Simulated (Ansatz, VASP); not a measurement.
SnS2: VASP beside Ansatz

The input POSCAR:

```
SnS2
1.0
    3.7339699027      0.0000000000      0.0000000000
   -1.8669849513      3.2337127927      0.0000000000
    0.0000000000      0.0000000000      6.0810164740
Sn S
1 2
Direct
    0.0000000000      0.0000000000      0.0000000000
    0.3333333333      0.6666666667      0.2372626319
    0.6666666667      0.3333333333      0.7627373681
```

The input INCAR.step1:

```
PREC     = Accurate       # precision mode
ENCUT    = 400            # plane-wave cutoff, eV
EDIFF    = 1E-5           # SCF threshold, eV
ISMEAR   = 0              # smearing method
SIGMA    = 0.01           # smearing width, eV
LREAL    = False          # projectors in reciprocal space
LASPH    = True           # aspherical terms in the spheres
NELM     = 120            # most SCF steps
ALGO     = Normal         # electronic algorithm
ISIF     = 2              # what is computed and relaxed
LWAVE    = True           # write WAVECAR
LCHARG   = False          # write CHGCAR
GGA      = PE             # functional
NBANDS   = 20             # bands
GGA_COMPAT= False        
KPAR     = 4
```

The input INCAR.step2:

```
PREC     = Accurate       # precision mode
ENCUT    = 400            # plane-wave cutoff, eV
EDIFF    = 1E-6           # SCF threshold, eV
ISMEAR   = 0              # smearing method
SIGMA    = 0.01           # smearing width, eV
LREAL    = False          # projectors in reciprocal space
LASPH    = True           # aspherical terms in the spheres
NELM     = 120            # most SCF steps
ALGO     = Normal         # electronic algorithm
ISIF     = 2              # what is computed and relaxed
LWAVE    = False          # write WAVECAR
LCHARG   = False          # write CHGCAR
GGA      = PE             # functional
LHFCALC  = True           # exact exchange
HFSCREEN = 0.2079         # screening, 1/A
PRECFOCK = Normal       
ISTART   = 1            
NBANDS   = 20             # bands
GGA_COMPAT= False        
KPAR     = 4
```

Contents of KPOINTS:

```
regular mesh
0
Gamma
  6 6 4
```

Input for Ansatz:

```yaml
crystal:
  lattice:
    - [3.7339699027, 0.0, 0.0]
    - [-1.8669849513, 3.2337127927, 0.0]
    - [0.0, 0.0, 6.081016474]
  atoms:
    - { symbol: Sn, position: [0.0, 0.0, 0.0] }
    - { symbol: S, position: [0.3333333333, 0.6666666667, 0.2372626319] }
    - { symbol: S, position: [0.6666666667, 0.3333333333, 0.7627373681] }
kpoints:
  mp_grid: { grid: [6, 6, 4] }
  band_path:
    path:
      - [0.0, 0.0, 0.0]
      - [0.5, 0.0, 0.0]
      - [0.3333333333, 0.3333333333, 0.0]
      - [0.0, 0.0, 0.5]
      - [0.5, 0.0, 0.5]
      - [0.3333333333, 0.3333333333, 0.5]
      - [0.0, -0.5, 0.25]
      - [0.0, 0.46875, 0.307292]
    npoints: 1
hamiltonian:
  xc: hse06
scf:
  occupations: { method: fixed }
  n_extra_bands: 4
output:
  forces: true
  stress: true
  eigenvalues: true
```

Change from the starting cell: hydrostatic strain +2.0%.

Alike in both runs: task single point; functional HSE06; k mesh 6 × 6 × 4; no spin polarisation.

```csv
,VASP,Ansatz
version,VASP 6.6.1,Ansatz 0.2.0
potentials or method,"VASP PAW PBE potentials, release 64 (Sn_d, S)","plane waves, PAW"
plane-wave cutoff (eV),400,420
occupations,"gaussian, width 0.01 eV",fixed
valence electrons in the cell,26,26
```

Ansatz gave:

| Item | Value |
| --- | --- |
| gap on the k mesh at the Fermi level (eV) | 2.32 |
| pressure (GPa) | -2.5 |
| traceless stress, the component that is largest in VASP (GPa) | 1.68 |
| rms of the force components (eV/Å) | 0.125 |

Problem. Estimate VASP's values.

Solution. gap on the k mesh at the Fermi level (eV): 2.32; pressure (GPa): -2.6; traceless stress, the component that is largest in VASP (GPa): 1.71; rms of the force components (eV/Å): 0.130.

Atom by atom the forces differ by 0.004 eV/Å (rms over components). Ansatz's warnings: stress exchange threshold loose, stress scf threshold loose.
